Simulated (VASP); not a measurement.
# SnSe2 (P-3m1) in VASP: a series of runs

The runs below take SnSe2 through single point, with PBEsol.

All numbers are computed with VASP 6.6.1; they aren't measurements. Logs are shortened: lines on timing, memory, paths and dates and some standing lists are left out, and cuts for length are marked.

## (1) The cell of the first run

The structure is trigonal, space group P-3m1 (No. 164). Conventional cell: a = 3.588 Å, b = 3.588 Å, c = 6.376 Å, α = 90.00°, β = 90.00°, γ = 120.00°. Sn (site symmetry -3m) has 6 Se at 2.63 Å within 3.5 Å. Within 3.5 Å of Se (site symmetry 3m) lie 3 Sn at 2.63 Å.

## (2) Single point, PBEsol (biaxial strain in the a-b plane: -6.0 %)

File INCAR:

```
SYSTEM = SnSe2
PREC     = Accurate       ! precision mode
ENCUT    = 520            ! plane-wave cutoff, eV
EDIFF    = 1E-6           ! SCF threshold, eV
ISMEAR   = 0              ! smearing method
SIGMA    = 0.02           ! smearing width, eV
LREAL    = .FALSE.        ! projectors in reciprocal space
LASPH    = .TRUE.         ! aspherical terms in the spheres
NELM     = 60             ! most SCF steps
ALGO     = Normal         ! electronic algorithm
ISIF     = 2              ! what is computed and relaxed
LWAVE    = .FALSE.        ! write WAVECAR
LCHARG   = .FALSE.        ! write CHGCAR
GGA      = PS             ! functional
NBANDS   = 20             ! bands
```

File KPOINTS:

```
Automatic mesh
0
G
  12 12 6
  0 0 0
```

File POSCAR:

```
SnSe2
1.0
    3.5884018146      0.0000000000      0.0000000000
   -1.7942009073      3.1076471305      0.0000000000
    0.0000000000      0.0000000000      6.3762441781
Sn Se
1 2
Direct
    0.0000000000      0.0000000000      0.0000000000
    0.6666666667      0.3333333333      0.7451433745
    0.3333333333      0.6666666667      0.2548566255
```

Potentials or basis: VASP PAW PBE potentials, release 64 (Sn_d, Se).

Launch:

```bash
> cat potpaw_PBE.64/Sn_d/POTCAR potpaw_PBE.64/Se/POTCAR > POTCAR
> mpirun -np 1 vasp_std > vasp.out
```

OUTCAR:

```text
SYSTEM = SnSe2
   PREC = Accurate
   ENCUT = 520
   EDIFF = 1E-6
   ISMEAR = 0
   LREAL = .FALSE.
   LASPH = .TRUE.
   NELM = 60
   ISIF = 2
   GGA = PS

 ion  position               nearest neighbor table
   1  0.000  0.000  0.000-   2 2.63   3 2.63   2 2.63   3 2.63   2 2.63   3 2.63
   2  0.667  0.333  0.745-   1 2.63   1 2.63   1 2.63
   3  0.333  0.667  0.255-   1 2.63   1 2.63   1 2.63

  LATTYP: Found a hexagonal cell.
 ALAT       =     3.5884018146
 C/A-ratio  =     1.7769036210

  Lattice vectors:

 A1 = (   3.5884018146,   0.0000000000,   0.0000000000)
 A2 = (  -1.7942009073,   3.1076471305,   0.0000000000)
 A3 = (   0.0000000000,   0.0000000000,   6.3762441781)

Analysis of symmetry for initial positions (statically):
=====================================================================
 Subroutine PRICEL returns:
 Original cell was already a primitive cell.

 Routine SETGRP: Setting up the symmetry group for a
 hexagonal supercell.

 Subroutine GETGRP returns: Found 12 space group operations
 (whereof 12 operations were pure point group operations)
 out of a pool of 24 trial point group operations.

The static configuration has the point symmetry D_3d.

Analysis of symmetry for dynamics (positions and initial velocities):
=====================================================================
 Subroutine PRICEL returns:
 Original cell was already a primitive cell.

 Routine SETGRP: Setting up the symmetry group for a
 hexagonal supercell.

 Subroutine GETGRP returns: Found 12 space group operations
 (whereof 12 operations were pure point group operations)
 out of a pool of 24 trial point group operations.

The dynamic configuration has the point symmetry D_3d.

 Subroutine INISYM returns: Found 12 space group operations
 (whereof 12 operations are pure point group operations),
 and found     1 'primitive' translations

----------------------------------------------------------------------------------------

                                     Primitive cell

  volume of cell :      71.1046

  direct lattice vectors                    reciprocal lattice vectors
     3.588401815  0.000000000  0.000000000     0.278675592  0.160893428  0.000000000
    -1.794200907  3.107647131  0.000000000     0.000000000  0.321786856  0.000000000
     0.000000000  0.000000000  6.376244178     0.000000000  0.000000000  0.156832137

  length of vectors
     3.588401815  3.588401815  6.376244178     0.321786856  0.321786856  0.156832137

  position of ions in fractional coordinates (direct lattice)
     0.000000000  0.000000000  0.000000000
     0.666666667  0.333333333  0.745143375
     0.333333333  0.666666667  0.254856625

  ion indices of the primitive-cell ions
   primitive index   ion index
                 1           1
                 2           2
                 3           3

----------------------------------------------------------------------------------------

 KPOINTS: Automatic mesh

Automatic generation of k-mesh.
 Grid dimensions read from file:
 generate k-points for:   12   12    6

 Generating k-lattice:

  Cartesian coordinates                     Fractional coordinates (reciprocal lattice)
     0.023222966  0.013407786  0.000000000     0.083333333 -0.000000000  0.000000000
     0.000000000  0.026815571  0.000000000     0.000000000  0.083333333  0.000000000
     0.000000000  0.000000000  0.026138689     0.000000000  0.000000000  0.166666667

  Length of vectors
     0.026815571  0.026815571  0.026138689

  Shift w.r.t. Gamma in fractional coordinates (k-lattice)
     0.000000000  0.000000000  0.000000000

 Subroutine IBZKPT returns following result:
 ===========================================

 Found    100 irreducible k-points:

 Following reciprocal coordinates:
            Coordinates               Weight
  0.000000  0.000000  0.000000      1.000000
  0.083333  0.000000  0.000000      6.000000
  0.166667  0.000000  0.000000      6.000000
  0.250000 -0.000000  0.000000      6.000000
  0.333333  0.000000  0.000000      6.000000
  0.416667  0.000000  0.000000      6.000000
[... 16 lines left out ...]
  0.166667  0.000000  0.166667      6.000000
  0.000000  0.166667  0.166667      6.000000
 [... further k-points ...]
   k-points           NKPTS =    100   k-points in BZ     NKDIM =    100   number of bands    NBANDS=     20
   number of dos      NEDOS =    301   number of ions     NIONS =      3
   total plane-waves  NPLWV =  37632
   dimension x,y,z NGX =    28 NGY =   28 NGZ =   48
   dimension x,y,z NGXF=    56 NGYF=   56 NGZF=   96
   ions per type =               1   2
   NGX,Y,Z   is equivalent  to a cutoff of  12.97, 12.97, 12.51 a.u.
   NGXF,Y,Z  is equivalent  to a cutoff of  25.94, 25.94, 25.03 a.u.
 SYSTEM =  SnSe2
   PREC   = accura    normal or accurate (medium, high low for compatibility)
   ISTART =      0    job   : 0-new  1-cont  2-samecut
   ICHARG =      2    charge: 1-file 2-atom 10-const
   ISPIN  =      1    spin polarized calculation?
   LNONCOLLINEAR =      F non collinear calculations
   LSORBIT =      F    spin-orbit coupling
   LASPH  =      T    aspherical Exc in radial PAW
   ENCUT  =  520.0 eV  38.22 Ry    6.18 a.u.   6.67  6.67 11.86*2*pi/ulx,y,z
   NELM   =     60;   NELMIN=  2; NELMDL= -5     # of ELM steps
   EDIFF  = 0.1E-05   stopping-criterion for ELM
   LREAL  =      F    real-space projection
   EDIFFG = 0.1E-04   stopping-criterion for IOM
   NSW    =      0    number of steps for IOM
   IBRION =     -1    ionic relax: 0-MD 1-quasi-New 2-CG
   NFREE  =      0    steps in history (QN), initial steepest desc. (CG)
   ISIF   =      2    stress and relaxation
   ISYM   =      2    0-nonsym 1-usesym 2-fastsym
   POTIM  = 0.5000    time-step for ionic-motion
   TEBEG  =    0.0;   TEEND  =   0.0 temperature during run
   PSTRESS=    0.0 pullay stress
   NELECT =      26.0000    total number of electrons
   NUPDOWN=      -1.0000    fix difference up-down
   EMIN   =  10.00;   EMAX   =-10.00  energy-range for DOS
   EFERMI =   0.00;   METHOD = LEGACY
   ISMEAR =     0;   SIGMA  =   0.02  broadening in eV -4-tet -1-fermi 0-gaus
   EFERMI_NEDOS =   21; number of points for ismear=-14 and -15
   IALGO  =     38    algorithm
   IMIX   =      4    mixing-type and parameters
     AMIX     =   0.40;   BMIX     =  1.00
     AMIX_MAG =   1.60;   BMIX_MAG =  1.00
  volume/ion in A,a.u.               =      23.70       159.95
  Fermi-wavevector in a.u.,A,eV,Ry     =   1.170667  2.212240 18.646257  1.370461
  Thomas-Fermi vector in A             =   2.307122
   LORBIT       =      0    0 simple, 1 ext, 2 COOP (PROOUT), +10 PAW based schemes
   GGA     = PS    functional components
   LHFCALC =     F    Hartree Fock is set to
   AEXX    =    0.0000 exact exchange contribution
   IVDW    =     0    specifies the selected vdW correction
   LEPSILON=     F    determine dielectric tensor
   LRPA    =     F    only Hartree local field effects (RPA)
 non-spin polarized calculation
 Gauss-broadening in eV      SIGMA  =   0.02
  energy-cutoff  :      520.00
  volume of cell :       71.10
 maximum number of plane-waves:      1943
 NGX is ok and might be reduce to    28
   NGX = 13   NGY = 13   NGZ = 23

 number of electron      25.9999999 magnetization

 Free energy of the ion-electron system (eV)
  ---------------------------------------------------
  ext. energy  EPLUGINS =         0.00000000
  ---------------------------------------------------
  free energy    TOTEN  =       -12.71407127 eV

  energy without entropy =      -12.71407127  energy(sigma->0) =      -12.71407127

 E-fermi :   5.3708     XC(G=0): -10.0311

 val. band max:        5.2763148506   @ k =   0.0833   0.0000   0.1667
 cond. band min:       5.4979110079   @ k =   0.5000  -0.0000   0.5000
 fundamental gap:      0.2215961573
 Fermi energy:         5.3708279239

 k-point     1 :       0.0000    0.0000    0.0000
  band No.  band energies     occupation
      1     -16.2813      2.00000
      2     -16.2813      2.00000
      3     -16.2133      2.00000
      4     -16.1896      2.00000
      5     -16.1896      2.00000
      6      -9.6397      2.00000
[... 12 lines left out ...]
     19      14.3552      0.00000
     20      14.3552      0.00000

 k-point     2 :       0.0833    0.0000    0.0000
  band No.  band energies     occupation
      1     -16.2856      2.00000
      2     -16.2758      2.00000
      3     -16.2097      2.00000
      4     -16.1941      2.00000
      5     -16.1898      2.00000
      6      -9.5544      2.00000
[... 12 lines left out ...]
     19      13.4451      0.00000
     20      14.4680      0.00000

 k-point     3 :       0.1667    0.0000    0.0000
  band No.  band energies     occupation
      1     -16.2991      2.00000
      2     -16.2616      2.00000
      3     -16.2073      2.00000
      4     -16.1972      2.00000
      5     -16.1897      2.00000
      6      -9.3027      2.00000
[... 12 lines left out ...]
     19      13.3981      0.00000
     20      14.1803      0.00000

 k-point     4 :       0.2500   -0.0000    0.0000
  band No.  band energies     occupation
      1     -16.3203      2.00000
      2     -16.2453      2.00000
      3     -16.2206      2.00000
      4     -16.1863      2.00000
      5     -16.1819      2.00000
      6      -8.9004      2.00000
[... 12 lines left out ...]
     19      13.8266      0.00000
     20      14.2307      0.00000

 k-point     5 :       0.3333    0.0000    0.0000
  band No.  band energies     occupation
      1     -16.3434      2.00000
      2     -16.2348      2.00000
      3     -16.2327      2.00000
      4     -16.1768      2.00000
      5     -16.1657      2.00000
      6      -8.3867      2.00000
[... 12 lines left out ...]
     19      13.9219      0.00000
     20      15.0552      0.00000

 k-point     6 :       0.4167    0.0000    0.0000
  band No.  band energies     occupation
      1     -16.3610      2.00000
      2     -16.2408      2.00000
      3     -16.2312      2.00000
      4     -16.1657      2.00000
      5     -16.1539      2.00000
      6      -7.8554      2.00000
[... 12 lines left out ...]
     19      14.1662      0.00000
     20      15.3178      0.00000

 k-point     7 :       0.5000   -0.0000    0.0000
  band No.  band energies     occupation
      1     -16.3676      2.00000
      2     -16.2436      2.00000
      3     -16.2306      2.00000
      4     -16.1610      2.00000
      5     -16.1495      2.00000
      6      -7.5657      2.00000
[... 12 lines left out ...]
     19      14.7092      0.00000
     20      14.7630      0.00000
[... 277 lines left out ...]
 k-point    20 :       0.0000    0.0000    0.1667
  band No.  band energies     occupation
      1     -16.2813      2.00000
      2     -16.2813      2.00000
      3     -16.2133      2.00000
      4     -16.1896      2.00000
      5     -16.1896      2.00000
      6      -9.6048      2.00000
[... 12 lines left out ...]
     19      14.2111      0.00000
     20      14.2111      0.00000

 k-point    21 :       0.0833    0.0000    0.1667
  band No.  band energies     occupation
      1     -16.2856      2.00000
      2     -16.2758      2.00000
      3     -16.2096      2.00000
      4     -16.1941      2.00000
      5     -16.1898      2.00000
      6      -9.5196      2.00000
[... 12 lines left out ...]
     19      13.1883      0.00000
     20      14.4954      0.00000

 k-point    22 :       0.0000    0.0833    0.1667
  band No.  band energies     occupation
      1     -16.2856      2.00000
      2     -16.2758      2.00000
      3     -16.2096      2.00000
      4     -16.1941      2.00000
      5     -16.1898      2.00000
      6      -9.5195      2.00000
[... 12 lines left out ...]
     19      13.3451      0.00000
     20      14.2323      0.00000

 k-point    23 :       0.1667    0.0000    0.1667
  band No.  band energies     occupation
      1     -16.2991      2.00000
      2     -16.2616      2.00000
      3     -16.2072      2.00000
      4     -16.1972      2.00000
      5     -16.1897      2.00000
      6      -9.2685      2.00000
[... 12 lines left out ...]
     19      13.6186      0.00000
     20      13.8905      0.00000

 k-point    24 :       0.0000    0.1667    0.1667
  band No.  band energies     occupation
      1     -16.2991      2.00000
      2     -16.2616      2.00000
      3     -16.2073      2.00000
      4     -16.1971      2.00000
      5     -16.1897      2.00000
      6      -9.2679      2.00000
[... 12 lines left out ...]
     19      13.2058      0.00000
     20      14.2388      0.00000

 [... further k-points ...]
[... 5 lines left out ...]
  --------------------------------------------------------------------------------------
  -------------------------------------------------------------------------------------
  Total        4.8724269      4.8724269      1.6267243      0.0000000     -0.0000000     -0.0000000
  in kB      109.7888436    109.7888436     36.6544604      0.0000000     -0.0000000     -0.0000000
  external PRESSURE =      85.4107158 kB  Pullay stress =       0.0000000 kB

 VOLUME and BASIS-vectors are now :
 -----------------------------------------------------------------------------
  energy-cutoff  :      520.00
  volume of cell :       71.10
      direct lattice vectors                 reciprocal lattice vectors
     3.588401815  0.000000000  0.000000000     0.278675592  0.160893428  0.000000000
    -1.794200907  3.107647131  0.000000000     0.000000000  0.321786856  0.000000000
     0.000000000  0.000000000  6.376244178     0.000000000  0.000000000  0.156832137

 POSITION                                       TOTAL-FORCE (eV/Angst)
 -----------------------------------------------------------------------------------
      0.00000      0.00000      0.00000        -0.000000      0.000000      0.000000
      1.79420      1.03588      4.75122        -0.000000      0.000000     -0.448636
     -0.00000      2.07176      1.62503         0.000000     -0.000000      0.448636
 -----------------------------------------------------------------------------------
    total drift:                                0.000000      0.000000      0.000000

  FREE ENERGIE OF THE ION-ELECTRON SYSTEM (eV)
  ---------------------------------------------------
  free  energy   TOTEN  =       -12.7140712684 eV

  energy  without entropy=      -12.7140712684  energy(sigma->0) =      -12.71407127
```

Wall time 1.7 min (1 thread of Intel Xeon Platinum 8259CL at 2.50GHz (Skylake/Cascade Lake), shared host); peak memory 0.28 GiB.

What came out:

```
Free energy            : -12.7141 eV
Pressure               : 8.5 GPa
Largest force          : 0.449 eV/Å
Band gap on the k mesh : 0.22 eV, indirect (least direct gap 1.05 eV)
```

Forces on the atoms (eV/Å):
```
Sn   0.000  0.000  0.000
Se   0.000  0.000 -0.449
Se   0.000  0.000  0.449
```

Caveat: the cell differs from its parent crystal (biaxial strain in the a-b plane: -6.0 %); the PAW data sets were made with another functional, which shifts forces and pressure a little; spin-orbit coupling is left out, which moves the levels of the heavy elements; this functional lacks dispersion, which binds the layers, so the pressure and a relaxed spacing across them are unreliable. A k mesh can miss the band edges.

(Continued in part 2 of 2.)
